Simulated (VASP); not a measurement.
# I2 in VASP: single point with PBE+D3(BJ)

Aim: the single point of I2 with PBE+D3(BJ).

All numbers are computed with VASP 6.6.1; they aren't measurements. Logs are shortened: lines on timing, memory, paths and dates and some standing lists are left out, and cuts for length are marked.

### 1 The cell of the first run

The cell holds a molecule in a box, 2 atoms: a = 5.665 Å, b = 5.804 Å, c = 23.864 Å, α = 90.00°, β = 90.00°, γ = 90.00°.

### 2 Single point, PBE+D3(BJ)

Input file INCAR:

```
ALGO     = Normal         # electronic algorithm
DIPOL    = 0.5 0.5 0.672
EDIFF    = 1E-6           # SCF threshold, eV
ENCUT    = 520            # plane-wave cutoff, eV
GGA      = PE             # functional
IDIPOL   = 3            
ISIF     = 2              # what is computed and relaxed
ISMEAR   = 0              # smearing method
IVDW     = 12             # dispersion correction
LASPH    = True           # aspherical terms in the spheres
LCHARG   = True           # write CHGCAR
LDIPOL   = True         
LELF     = True           # ELF
LREAL    = False          # projectors in reciprocal space
LVACPOTAV= True         
LVHAR    = True         
LWAVE    = False          # write WAVECAR
NBANDS   = 14             # bands
NELM     = 100            # most SCF steps
PREC     = Accurate       # precision mode
SIGMA    = 0.1            # smearing width, eV
```

Input file KPOINTS:

```
k-points
0
Gamma
  4 3 1
```

Input file POSCAR:

```
I
1.0
    5.6653313018      0.0000000000      0.0000000000
    0.0000000000      5.8038113749      0.0000000000
    0.0000000000      0.0000000000     23.8639561044
I
2
Direct
   -0.2498011042      0.0002409216      0.6718205541
    0.2498501947      0.5001793884      0.6718187967
```

Potentials or basis: VASP PAW PBE potentials, release 64 (I).

Run with:

```sh
cat potpaw_PBE.64/I/POTCAR > POTCAR
mpirun -np 1 vasp_std > vasp.out
```

OUTCAR:

```text
EDIFF = 1E-6
   ENCUT = 520
   GGA = PE
   ISIF = 2
   ISMEAR = 0
   IVDW = 12
   LASPH = True
   LREAL = False
   NELM = 100
   PREC = Accurate
 IVDW          = 12

 ion  position               nearest neighbor table
   1  0.750  0.000  0.672-
   2  0.250  0.500  0.672-

  LATTYP: Found a simple orthorhombic cell.
 ALAT       =     5.6653313018
 B/A-ratio  =     1.0244434201
 C/A-ratio  =     4.2122790060

  Lattice vectors:

 A1 = (   5.6653313018,   0.0000000000,   0.0000000000)
 A2 = (   0.0000000000,   5.8038113749,   0.0000000000)
 A3 = (   0.0000000000,   0.0000000000,  23.8639561044)

Analysis of symmetry for initial positions (statically):
=====================================================================
 Subroutine PRICEL returns:
 Original cell was already a primitive cell.

 Routine SETGRP: Setting up the symmetry group for a
 simple orthorhombic supercell.

 Subroutine GETGRP returns: Found  4 space group operations
 (whereof  1 operations were pure point group operations)
 out of a pool of  8 trial point group operations.

The static configuration has the point symmetry C_1 .
 The point group associated with its full space group is C_2h.

Analysis of symmetry for dynamics (positions and initial velocities):
=====================================================================
 Subroutine PRICEL returns:
 Original cell was already a primitive cell.

 Routine SETGRP: Setting up the symmetry group for a
 simple orthorhombic supercell.

 Subroutine GETGRP returns: Found  4 space group operations
 (whereof  1 operations were pure point group operations)
 out of a pool of  8 trial point group operations.

The dynamic configuration has the point symmetry C_1 .
 The point group associated with its full space group is C_2h.

 Subroutine INISYM returns: Found  4 space group operations
 (whereof  1 operations are pure point group operations),
 and found     1 'primitive' translations

----------------------------------------------------------------------------------------

                                     Primitive cell

  volume of cell :     784.6591

  direct lattice vectors                    reciprocal lattice vectors
     5.665331302  0.000000000  0.000000000     0.176512184  0.000000000  0.000000000
     0.000000000  5.803811375  0.000000000     0.000000000  0.172300569  0.000000000
     0.000000000  0.000000000 23.863956104     0.000000000  0.000000000  0.041904200

  length of vectors
     5.665331302  5.803811375 23.863956104     0.176512184  0.172300569  0.041904200

  position of ions in fractional coordinates (direct lattice)
[... 78 lines left out ...]
   IALGO  =     38    algorithm
   IMIX   =      4    mixing-type and parameters
     AMIX     =   0.40;   BMIX     =  1.00
     AMIX_MAG =   1.60;   BMIX_MAG =  1.00
  volume/ion in A,a.u.               =     392.33      2647.57
  Fermi-wavevector in a.u.,A,eV,Ry     =   0.427783  0.808393  2.489846  0.182999
  Thomas-Fermi vector in A             =   1.394652
   LORBIT       =      0    0 simple, 1 ext, 2 COOP (PROOUT), +10 PAW based schemes
   GGA     = PE    functional components
   LHFCALC =     F    Hartree Fock is set to
   AEXX    =    0.0000 exact exchange contribution
   IVDW    =    12    specifies the selected vdW correction
   LEPSILON=     F    determine dielectric tensor
   LRPA    =     F    only Hartree local field effects (RPA)
 non-spin polarized calculation
 Gauss-broadening in eV      SIGMA  =   0.10
  energy-cutoff  :      520.00
  volume of cell :      784.66
 maximum number of plane-waves:     21166
   NGX = 21   NGY = 21   NGZ = 89

 dipolmoment           0.000000      0.000000     -0.000031 electrons x Angstroem

 number of electron      14.0000002 magnetization

 dipolmoment           0.000000      0.000000      0.000178 electrons x Angstroem

 Free energy of the ion-electron system (eV)
  ---------------------------------------------------
  ext. energy  EPLUGINS =         0.00000000
  ---------------------------------------------------
  free energy    TOTEN  =        -1.51798935 eV

  energy without entropy =       -1.49311737  energy(sigma->0) =       -1.50555336

 E-fermi :  -5.9997     XC(G=0):  -1.3993

 val. band max:       -6.0015020225   @ k =   0.2500   0.0000   0.0000
 cond. band min:      -5.7074554221   @ k =   0.0000   0.0000   0.0000
 fundamental gap:      0.2940466004
 Fermi energy:        -5.9996972767

 k-point     1 :       0.0000    0.0000    0.0000
  band No.  band energies     occupation
      1     -17.0911      2.00000
      2     -16.6332      2.00000
      3      -7.2968      2.00000
      4      -7.2133      2.00000
      5      -6.6592      2.00000
      6      -6.0025      1.03211
      7      -5.7075      0.00004
      8      -5.6986      0.00002
      9      -0.2999      0.00000
     10       0.5497      0.00000
     11       0.7306      0.00000
     12       0.9671      0.00000
     13       1.3350      0.00000
     14       1.6571      0.00000
[... 88 lines left out ...]
      1     -16.8592      2.00000
      2     -16.8585      2.00000
      3      -7.4945      2.00000
      4      -7.4937      2.00000
      5      -6.3120      1.99999
      6      -6.3112      1.99999
      7      -5.6548      0.00000
      8      -5.6540      0.00000
      9       1.1924      0.00000
     10       1.1935      0.00000
     11       1.5316      0.00000
     12       1.5319      0.00000
     13       2.6417      0.00000
     14       2.6418      0.00000

------------------------ aborting loop because EDIFF is reached ----------------------------------------

 Edisp (eV)   -0.17537

 E8    (eV) :    -0.0836

  FORCE on cell =-STRESS in cart. coord.  units (eV):
  Direction    XX          YY          ZZ          XY          YZ          ZX
  --------------------------------------------------------------------------------------
  -------------------------------------------------------------------------------------
  Total      -3.68054    -3.90758    -0.00190    -0.00001     0.00000     0.00000
  in kB      -7.51521    -7.97880    -0.00388    -0.00001     0.00000     0.00000
  external pressure =       -5.17 kB  Pullay stress =        0.00 kB

 VOLUME and BASIS-vectors are now :
 -----------------------------------------------------------------------------
  energy-cutoff  :      520.00
  volume of cell :      784.66
      direct lattice vectors                 reciprocal lattice vectors
     5.665331302  0.000000000  0.000000000     0.176512184  0.000000000  0.000000000
     0.000000000  5.803811375  0.000000000     0.000000000  0.172300569  0.000000000
     0.000000000  0.000000000 23.863956104     0.000000000  0.000000000  0.041904200

 POSITION                                       TOTAL-FORCE (eV/Angst)
 -----------------------------------------------------------------------------------
      4.25013      0.00140     16.03230         0.001046      0.000237      0.000000
      1.41548      2.90295     16.03225        -0.001046     -0.000237      0.000000
 -----------------------------------------------------------------------------------
    total drift:                                0.000000      0.000000      0.015261

  FREE ENERGIE OF THE ION-ELECTRON SYSTEM (eV)
  ---------------------------------------------------
  free  energy   TOTEN  =        -1.6933613997 eV

  energy  without entropy=       -1.6684894244  energy(sigma->0) =       -1.68092541

 vacuum level on the upper side and lower side of the slab         0.946         0.945
```

stdout:

```text
POSCAR found type information on POSCAR I
 POSCAR found :  1 types and       2 ions
 scaLAPACK will be used
 LDA part: xc-table for (Slater+PW92), standard interpolation
 POSCAR, INCAR and KPOINTS ok, starting setup
 FFT: planning ... GRIDC
 FFT: planning ... GRID_SOFT
 FFT: planning ... GRID
 WAVECAR not read
 entering main loop
 -----------------------------------------------------------------------------
|                                                                             |
|           W    W    AA    RRRRR   N    N  II  N    N   GGGG   !!!           |
|           W    W   A  A   R    R  NN   N  II  NN   N  G    G  !!!           |
|           W    W  A    A  R    R  N N  N  II  N N  N  G       !!!           |
|           W WW W  AAAAAA  RRRRR   N  N N  II  N  N N  G  GGG   !            |
|           WW  WW  A    A  R   R   N   NN  II  N   NN  G    G                |
|           W    W  A    A  R    R  N    N  II  N    N   GGGG   !!!           |
|                                                                             |
|     Did not find any points to average over, which means that no vacuum     |
|     field-free region was found. Please increase the size of  your cell     |
|     in the dimension of the dipole correction to obtain accurate            |
|     workfunction values.                                                    |
|                                                                             |
 -----------------------------------------------------------------------------
```

Wall time 3.5 min (1 thread of Intel Xeon Platinum 8259CL at 2.50GHz (Skylake/Cascade Lake), shared host); peak memory 0.67 GiB.

What came out:

```
Free energy                     : -1.6934 eV
Gap between the frontier levels : zero (band 7 reaches -5.65 eV, above the bottom of band 8 at -6.33 eV)
Dispersion energy per atom      : -0.088 eV
```

Caveat: the k points lie up to 0.36 Å⁻¹ apart; spin-orbit coupling is left out, which moves the levels of the heavy elements.
